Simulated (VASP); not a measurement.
# SnO2 in VASP: further runs

The runs below take SnO2 through single point, with r2SCAN.

All numbers are computed with VASP 6.6.1; they aren't measurements. Logs are shortened: lines on timing, memory, paths and dates and some standing lists are left out, and cuts for length are marked.

## 1. The cell of the first run

The structure is tetragonal, space group I4/mmm (No. 139). The conventional cell has a = 3.601 Å, b = 3.601 Å, c = 5.062 Å, α = 90.00°, β = 90.00°, γ = 90.00°. Sn (site symmetry 4/mmm) has 8 O at 2.20 Å within 2.9 Å. Within 2.9 Å of O (site symmetry -4m2) lie 4 Sn at 2.20 Å and 6 O at 2.53 to 2.55 Å.

## 2. Single point, r2SCAN (epitaxial xy strain +0.5%)

POSCAR reads:

```
SnO2
1.0
    0.0000000000      2.5461343061      2.5309628008
    2.5461343061      0.0000000000      2.5309628008
    2.5461343061      2.5461343061      0.0000000000
Sn O
1 2
Direct
    0.0000000000      0.0000000000      0.0000000000
    0.2500000000      0.2500000000      0.2500000000
    0.7500000000      0.7500000000      0.7500000000
```

INCAR.step1 reads:

```
SYSTEM = SnO2
PREC = Accurate
ENCUT = 910
ISMEAR = 0
SIGMA = 0.01
LREAL = .FALSE.
LASPH = .TRUE.
NELM = 120
NBANDS = 20
GGA = PE
ALGO = Normal
EDIFF = 1E-5
LWAVE = .TRUE.
LCHARG = .FALSE.
GGA_COMPAT = .FALSE.
```

INCAR.step2 reads:

```
SYSTEM = SnO2
PREC = Accurate
ENCUT = 910
EDIFF = 1E-6
ISMEAR = 0
SIGMA = 0.01
LREAL = .FALSE.
LASPH = .TRUE.
NELM = 120
ALGO = Normal
ISIF = 2
LWAVE = .FALSE.
LCHARG = .TRUE.
METAGGA = R2SCAN
LMIXTAU = .TRUE.
LELF = .TRUE.
LVHAR = .TRUE.
NBANDS = 20
ISTART = 1
GGA_COMPAT = .FALSE.
```

KPOINTS reads:

```
regular mesh
0
G
  8 8 8
  0 0 0
```

Potentials or basis: VASP PAW PBE potentials, release 64 (Sn_d, O_h).

Launch:

```console
$ cat potpaw_PBE.64/Sn_d/POTCAR potpaw_PBE.64/O_h/POTCAR > POTCAR
$ cp INCAR.step1 INCAR
$ mpirun -np 1 vasp_std > vasp.out
$ cp INCAR.step2 INCAR
$ mpirun -np 1 vasp_std > vasp.out
```

OUTCAR:

```text
SYSTEM = SnO2
   PREC = Accurate
   ENCUT = 910
   EDIFF = 1E-6
   ISMEAR = 0
   LREAL = .FALSE.
   LASPH = .TRUE.
   NELM = 120
   ISIF = 2
   METAGGA = R2SCAN
   ISTART = 1

 ion  position               nearest neighbor table
   1  0.000  0.000  0.000-   3 2.20   2 2.20   3 2.20   2 2.20   3 2.20   3 2.20   2 2.20   2 2.20

   2  0.250  0.250  0.250-   1 2.20   1 2.20   1 2.20   1 2.20
   3  0.750  0.750  0.750-   1 2.20   1 2.20   1 2.20   1 2.20

  LATTYP: Found a body centered tetragonal cell.
 ALAT       =     3.6007776673
 C/A-ratio  =     1.4057867687

  Lattice vectors:

 A1 = (   0.0000000000,  -2.5461343061,  -2.5309628008)
 A2 = (   0.0000000000,   2.5461343061,  -2.5309628008)
 A3 = (   2.5461343061,   0.0000000000,   2.5309628008)

Analysis of symmetry for initial positions (statically):
=====================================================================
 Subroutine PRICEL returns:
 Original cell was already a primitive cell.

 Routine SETGRP: Setting up the symmetry group for a
 body centered tetragonal supercell.

 Subroutine GETGRP returns: Found 16 space group operations
 (whereof 16 operations were pure point group operations)
 out of a pool of 16 trial point group operations.

The static configuration has the point symmetry D_4h.

Analysis of symmetry for dynamics (positions and initial velocities):
=====================================================================
 Subroutine PRICEL returns:
 Original cell was already a primitive cell.

 Routine SETGRP: Setting up the symmetry group for a
 body centered tetragonal supercell.

 Subroutine GETGRP returns: Found 16 space group operations
 (whereof 16 operations were pure point group operations)
 out of a pool of 16 trial point group operations.

The dynamic configuration has the point symmetry D_4h.

 Subroutine INISYM returns: Found 16 space group operations
 (whereof 16 operations are pure point group operations),
 and found     1 'primitive' translations

----------------------------------------------------------------------------------------

                                     Primitive cell

  volume of cell :      32.8155

  direct lattice vectors                    reciprocal lattice vectors
     0.000000000  2.546134306  2.530962801    -0.196376129  0.196376129  0.197553279
     2.546134306  0.000000000  2.530962801     0.196376129 -0.196376129  0.197553279
     2.546134306  2.546134306  0.000000000     0.196376129  0.196376129 -0.197553279

  length of vectors
     3.590065822  3.590065822  3.600777667     0.340814416  0.340814416  0.340814416

  position of ions in fractional coordinates (direct lattice)
     0.000000000  0.000000000  0.000000000
     0.250000000  0.250000000  0.250000000
     0.750000000  0.750000000  0.750000000

  ion indices of the primitive-cell ions
   primitive index   ion index
                 1           1
                 2           2
                 3           3

----------------------------------------------------------------------------------------

 KPOINTS: regular mesh

Automatic generation of k-mesh.
 Grid dimensions read from file:
 generate k-points for:    8    8    8

 Generating k-lattice:

  Cartesian coordinates                     Fractional coordinates (reciprocal lattice)
    -0.024547016  0.024547016  0.024694160     0.125000000  0.000000000  0.000000000
     0.024547016 -0.024547016  0.024694160     0.000000000  0.125000000  0.000000000
     0.024547016  0.024547016 -0.024694160     0.000000000  0.000000000  0.125000000

  Length of vectors
     0.042601802  0.042601802  0.042601802

  Shift w.r.t. Gamma in fractional coordinates (k-lattice)
     0.000000000  0.000000000  0.000000000

 Subroutine IBZKPT returns following result:
 ===========================================

 Found     59 irreducible k-points:

 Following reciprocal coordinates:
            Coordinates               Weight
  0.000000  0.000000  0.000000      1.000000
  0.125000  0.000000  0.000000      8.000000
  0.250000  0.000000  0.000000      8.000000
  0.375000  0.000000  0.000000      8.000000
  0.500000  0.000000  0.000000      4.000000
  0.125000  0.125000  0.000000      2.000000
[... 16 lines left out ...]
  0.250000  0.000000  0.125000     16.000000
  0.375000  0.000000  0.125000     16.000000
 [... further k-points ...]
   k-points           NKPTS =     59   k-points in BZ     NKDIM =     59   number of bands    NBANDS=     20
   number of dos      NEDOS =    301   number of ions     NIONS =      3
   total plane-waves  NPLWV =  46656
   dimension x,y,z NGX =    36 NGY =   36 NGZ =   36
   dimension x,y,z NGXF=    72 NGYF=   72 NGZF=   72
   ions per type =               1   2
   NGX,Y,Z   is equivalent  to a cutoff of  16.67, 16.67, 16.62 a.u.
   NGXF,Y,Z  is equivalent  to a cutoff of  33.34, 33.34, 33.24 a.u.
 SYSTEM =  SnO2
   PREC   = accura    normal or accurate (medium, high low for compatibility)
[... 72 lines left out ...]
      2     -13.1019      2.00000
      3     -13.0976      2.00000
      4     -12.9342      2.00000
      5     -12.9307      2.00000
      6     -12.3975      2.00000
[... 12 lines left out ...]
     19      24.2300      0.00000
     20      24.3890      0.00000

 k-point     3 :       0.2500    0.0000    0.0000
  band No.  band energies     occupation
      1     -13.4176      2.00000
      2     -13.0773      2.00000
      3     -13.0733      2.00000
      4     -12.9301      2.00000
      5     -12.9260      2.00000
      6     -11.8726      2.00000
[... 12 lines left out ...]
     19      24.4711      0.00000
     20      24.8976      0.00000

 k-point     4 :       0.3750    0.0000    0.0000
  band No.  band energies     occupation
      1     -13.6271      2.00000
      2     -13.0624      2.00000
      3     -13.0590      2.00000
      4     -12.9155      2.00000
      5     -12.9111      2.00000
      6     -11.0917      2.00000
[... 12 lines left out ...]
     19      24.4100      0.00000
     20      24.8513      0.00000

 k-point     5 :       0.5000    0.0000    0.0000
  band No.  band energies     occupation
      1     -13.7092      2.00000
      2     -13.0593      2.00000
      3     -13.0562      2.00000
      4     -12.9062      2.00000
      5     -12.9018      2.00000
      6     -10.4946      2.00000
[... 12 lines left out ...]
     19      24.2516      0.00000
     20      24.4599      0.00000

 k-point     6 :       0.1250    0.1250    0.0000
  band No.  band energies     occupation
      1     -13.2199      2.00000
      2     -13.0906      2.00000
      3     -13.0906      2.00000
      4     -12.9439      2.00000
      5     -12.9239      2.00000
      6     -12.3593      2.00000
[... 12 lines left out ...]
     19      24.3791      0.00000
     20      24.4917      0.00000

 k-point     7 :       0.2500    0.1250    0.0000
  band No.  band energies     occupation
      1     -13.3637      2.00000
      2     -13.1021      2.00000
      3     -13.0643      2.00000
      4     -12.9518      2.00000
      5     -12.9164      2.00000
      6     -11.9651      2.00000
[... 12 lines left out ...]
     19      24.6152      0.00000
     20      25.9168      0.00000
[... 277 lines left out ...]
 k-point    20 :      -0.3750    0.3750    0.0000
  band No.  band energies     occupation
      1     -13.6496      2.00000
      2     -13.2421      2.00000
      3     -12.9833      2.00000
      4     -12.9677      2.00000
      5     -12.9069      2.00000
      6     -10.1733      2.00000
[... 12 lines left out ...]
     19      25.6059      0.00000
     20      27.4349      0.00000

 k-point    21 :       0.5000    0.5000    0.0000
  band No.  band energies     occupation
      1     -13.8007      2.00000
      2     -13.0083      2.00000
      3     -12.9458      2.00000
      4     -12.9458      2.00000
      5     -12.8857      2.00000
      6     -10.8458      2.00000
[... 12 lines left out ...]
     19      26.2978      0.00000
     20      26.9203      0.00000

 k-point    22 :       0.1250    0.0000    0.1250
  band No.  band energies     occupation
      1     -13.2244      2.00000
      2     -13.0904      2.00000
      3     -13.0848      2.00000
      4     -12.9407      2.00000
      5     -12.9264      2.00000
      6     -12.3638      2.00000
[... 12 lines left out ...]
     19      24.3792      0.00000
     20      24.5347      0.00000

 k-point    23 :       0.2500    0.0000    0.1250
  band No.  band energies     occupation
      1     -13.3648      2.00000
      2     -13.1020      2.00000
      3     -13.0614      2.00000
      4     -12.9480      2.00000
      5     -12.9193      2.00000
      6     -11.9725      2.00000
[... 12 lines left out ...]
     19      24.7234      0.00000
     20      25.8693      0.00000

 k-point    24 :       0.3750    0.0000    0.1250
  band No.  band energies     occupation
      1     -13.5467      2.00000
      2     -13.1267      2.00000
      3     -13.0433      2.00000
      4     -12.9456      2.00000
      5     -12.9081      2.00000
      6     -11.2564      2.00000
[... 12 lines left out ...]
     19      24.8399      0.00000
     20      26.7747      0.00000

 [... further k-points ...]
[... 5 lines left out ...]
  --------------------------------------------------------------------------------------
  -------------------------------------------------------------------------------------
  Total       -0.4061155     -0.4061155      0.1850010      0.0000000      0.0000000      0.0000000
  in kB      -19.8281312    -19.8281312      9.0324659      0.0000000      0.0000000      0.0000000
  external PRESSURE =     -10.2079321 kB  Pullay stress =       0.0000000 kB

 VOLUME and BASIS-vectors are now :
 -----------------------------------------------------------------------------
  energy-cutoff  :      910.00
  volume of cell :       32.82
      direct lattice vectors                 reciprocal lattice vectors
     0.000000000  2.546134306  2.530962801    -0.196376129  0.196376129  0.197553279
     2.546134306  0.000000000  2.530962801     0.196376129 -0.196376129  0.197553279
     2.546134306  2.546134306  0.000000000     0.196376129  0.196376129 -0.197553279

 POSITION                                       TOTAL-FORCE (eV/Angst)
 -----------------------------------------------------------------------------------
      0.00000      0.00000      0.00000         0.000000      0.000000     -0.000000
      1.27307      1.27307      1.26548        -0.000000      0.000000      0.000000
      3.81920      3.81920      3.79644         0.000000     -0.000000     -0.000000
 -----------------------------------------------------------------------------------
    total drift:                                0.000000      0.000000      0.000000

  FREE ENERGIE OF THE ION-ELECTRON SYSTEM (eV)
  ---------------------------------------------------
  free  energy   TOTEN  =       -41.5032485428 eV

  energy  without entropy=      -41.5032485428  energy(sigma->0) =      -41.50324854
```

Wall time 3.8 min (1 thread of Intel Xeon Platinum 8488C (Sapphire Rapids), shared host); peak memory 0.26 GiB.

Results:

| Quantity | Value |
| --- | --- |
| Free energy | -41.5032 eV |
| Pressure | -1.0 GPa |
| Band gap on the k mesh | 0.75 eV (least direct gap 2.11 eV) |

Stress tensor (GPa, compression positive):
```
-1.98  0.00  0.00
 0.00 -1.98  0.00
 0.00  0.00  0.90
```

Levels at points of the mesh, in eV from the valence-band top:
| k point | band 10 | band 11 | band 12 | band 13 | band 14 | band 15 | band 16 | band 17 |
| --- | --- | --- | --- | --- | --- | --- | --- | --- |
| (0.00, 0.00, 0.00) | -3.01 | -1.47 | -1.47 | -1.36 | 0.75 | 7.83 | 7.87 | 7.87 |
| (0.50, 0.00, 0.00) | -3.47 | -3.43 | -2.21 | -2.18 | 5.43 | 8.56 | 11.30 | 11.31 |
| (0.50, 0.50, 0.00) | -5.62 | -0.24 | -0.24 | -0.09 | 3.73 | 7.96 | 10.45 | 13.26 |
| (0.50, 0.00, 0.50) | -5.59 | -0.25 | -0.18 | -0.16 | 3.83 | 8.02 | 10.41 | 13.20 |

Caveat: the cell differs from its parent crystal (epitaxial xy strain +0.5%); the cutoff is under 1.25 times the usual one of these potentials, so pressure, stress and relaxed cells hold a basis-set (Pulay) error; the PAW data sets were made with another functional, which shifts forces and pressure a little; spin-orbit coupling is left out, which moves the levels of the heavy elements. A k mesh can miss the band edges.

## 3. Single point, r2SCAN (uniaxial x strain +5.0%)

POSCAR reads:

```
SnO2
1.0
    0.0000000000      2.5334669712      2.5334669712
    2.6601403198      0.0000000000      2.5334669712
    2.6601403198      2.5334669712      0.0000000000
Sn O
1 2
Direct
    0.0000000000      0.0000000000      0.0000000000
    0.2500000000      0.2500000000      0.2500000000
    0.7500000000      0.7500000000      0.7500000000
```

INCAR.step1 reads:

```
SYSTEM = SnO2
PREC = Accurate ; ENCUT = 910
ISMEAR = -1 ; SIGMA = 0.02
LREAL = .False. ; LASPH = .True.
NELM = 120 ; NBANDS = 20
GGA = PE ; ALGO = Normal
EDIFF = 1E-5 ; LWAVE = .True.
LCHARG = .False. ; GGA_COMPAT = .False.
```

INCAR.step2 reads:

```
SYSTEM = SnO2
PREC = Accurate ; ENCUT = 910
EDIFF = 1E-6 ; ISMEAR = -1
SIGMA = 0.02 ; LREAL = .False.
LASPH = .True. ; NELM = 120
ALGO = Normal ; ISIF = 2
LWAVE = .False. ; LCHARG = .False.
METAGGA = R2SCAN ; LMIXTAU = .True.
NBANDS = 20 ; ISTART = 1
GGA_COMPAT = .False.
```

KPOINTS reads:

```
Automatic mesh
0
Gamma
  8 8 8
  0 0 0
```

Potentials or basis: VASP PAW PBE potentials, release 64 (Sn_d, O_h).

Launch:

```console
$ cat potpaw_PBE.64/Sn_d/POTCAR potpaw_PBE.64/O_h/POTCAR > POTCAR
$ cp INCAR.step1 INCAR
$ mpirun -np 1 vasp_std > vasp.out
$ cp INCAR.step2 INCAR
$ mpirun -np 1 vasp_std > vasp.out
```

Wall time 1.7 min (1 thread of Intel Xeon 6975P-C (Granite Rapids), shared host); peak memory 0.27 GiB.

Results (log left out):

| Item | Value |
| --- | --- |
| Free energy | -41.3879 eV |
| Pressure | -8.8 GPa |
| Band gap on the k mesh | 0.08 eV (least direct gap 1.34 eV) |

Stress tensor (GPa, compression positive):
```
-23.55   0.00   0.00
  0.00  -1.39   0.00
  0.00   0.00  -1.39
```

Levels at points of the mesh, in eV from the valence-band top:
```csv
k point,band 11,band 12,band 13,band 14,band 15,band 16
"(0.00, 0.00, 0.00)",-2.08,-1.26,-1.26,0.08,7.40,7.40
"(0.50, 0.00, 0.00)",-3.31,-2.35,-2.20,4.82,8.07,10.68
"(0.50, 0.50, 0.00)",-0.74,-0.15,-0.11,3.13,7.19,10.07
"(0.00, 0.50, 0.50)",-0.61,-0.27,-0.27,3.86,7.79,9.85
```

Caveat: the cell differs from its parent crystal (uniaxial x strain +5.0%); the cutoff is under 1.25 times the usual one of these potentials, so pressure, stress and relaxed cells hold a basis-set (Pulay) error; the cell stands under tension; the PAW data sets were made with another functional, which shifts forces and pressure a little; spin-orbit coupling is left out, which moves the levels of the heavy elements.

## 4. Single point, r2SCAN (strain along [111] -3.0%)

POSCAR reads:

```
SnO2
1.0
   -0.0506693394      2.4827976318      2.4827976318
    2.4827976318     -0.0506693394      2.4827976318
    2.4827976318      2.4827976318     -0.0506693394
Sn O
1 2
Direct
    0.0000000000      0.0000000000      0.0000000000
    0.2509427330      0.2509427330      0.2509427330
    0.7490572670      0.7490572670      0.7490572670
```

INCAR.step1 reads:

```
SYSTEM = SnO2
ALGO = Normal
EDIFF = 1E-5
ENCUT = 910
GGA = PE
GGA_COMPAT = .False.
ISMEAR = 0
LASPH = .True.
LCHARG = .False.
LREAL = .False.
LWAVE = .True.
NBANDS = 20
NELM = 120
PREC = Accurate
SIGMA = 0.01
```

INCAR.step2 reads:

```
SYSTEM = SnO2
ALGO = Normal
EDIFF = 1E-6
ENCUT = 910
GGA_COMPAT = .False.
ISIF = 2
ISMEAR = 0
ISTART = 1
LASPH = .True.
LCHARG = .False.
LMIXTAU = .True.
LREAL = .False.
LWAVE = .False.
METAGGA = R2SCAN
NBANDS = 20
NELM = 120
PREC = Accurate
SIGMA = 0.01
```

KPOINTS reads:

```
k-points
0
Gamma
  8 8 8
  0 0 0
```

Launch:

```console
$ cat potpaw_PBE.64/Sn_d/POTCAR potpaw_PBE.64/O_h/POTCAR > POTCAR
$ cp INCAR.step1 INCAR
$ mpirun -np 1 vasp_std > vasp.out
$ cp INCAR.step2 INCAR
$ mpirun -np 1 vasp_std > vasp.out
```

Wall time 5.6 min (1 thread of Intel Xeon Platinum 8259CL at 2.50GHz (Skylake/Cascade Lake), shared host); peak memory 0.27 GiB.

It converged, with:

| Quantity | Value |
| --- | --- |
| Free energy | -41.4685 eV |
| Pressure | 8.8 GPa |
| Largest force | 0.011 eV/Å |
| Band gap on the k mesh | 1.20 eV (least direct gap 2.64 eV) |

Forces in eV/Å, atoms in the order of the input:
```
Sn   0.000  0.000  0.000
O    0.006  0.006  0.006
O   -0.006 -0.006 -0.006
```

Stress tensor (GPa, compression positive):
```
8.78 0.64 0.64
0.64 8.78 0.64
0.64 0.64 8.78
```

Levels at points of the mesh, in eV from the valence-band top:
```
           k point  band 11  band 12  band 13  band 14  band 15  band 16
(0.00, 0.00, 0.00)    -1.62    -1.43    -1.43     1.20     7.82     7.82
(0.50, 0.00, 0.00)    -3.58    -2.25    -2.25     5.84     8.71    11.47
(0.50, 0.50, 0.00)    -0.24    -0.19    -0.16     4.04     8.38    10.66
(0.50, 0.50, 0.50)    -3.67    -2.35    -2.35     5.92     8.91    11.71
```

Caveat: the cell differs from its parent crystal (strain along [111] -3.0%); the cutoff is under 1.25 times the usual one of these potentials, so pressure, stress and relaxed cells hold a basis-set (Pulay) error; the cell stands under pressure; the PAW data sets were made with another functional, which shifts forces and pressure a little; spin-orbit coupling is left out, which moves the levels of the heavy elements.

## 5. Summary

| cell | smearing | gap on the mesh (eV) | pressure (GPa) |
| --- | --- | --- | --- |
| a = 3.590, b = 3.590, c = 3.601 Å, angles 59.9, 59.9, 60.2°, 3 atoms | gaussian 0.01 eV | 0.75 | -1.0 |
| a = 3.583, b = 3.674, c = 3.674 Å, angles 58.4, 60.8, 60.8°, 3 atoms | fermi-dirac 0.02 eV | 0.08 | -8.8 |
| a = 3.512 Å, angles 61.3°, 3 atoms | gaussian 0.01 eV | 1.20 | 8.8 |

Alike in all rows: task single point; level r2SCAN; potentials or basis VASP PAW PBE potentials, release 64 (Sn_d, O_h); no spin polarisation; k mesh 8 × 8 × 8; cutoff (eV) 910.

Caveats: the cutoff is under 1.25 times the usual one of these potentials, so pressure, stress and relaxed cells hold a basis-set (Pulay) error; the PAW data sets were made with another functional, which shifts forces and pressure a little; spin-orbit coupling is left out, which moves the levels of the heavy elements; the cell stands under tension (at least some runs); the cell stands under pressure (at least some runs).

Total energies depend on the potentials used, so only differences within one code and one set of settings carry meaning.
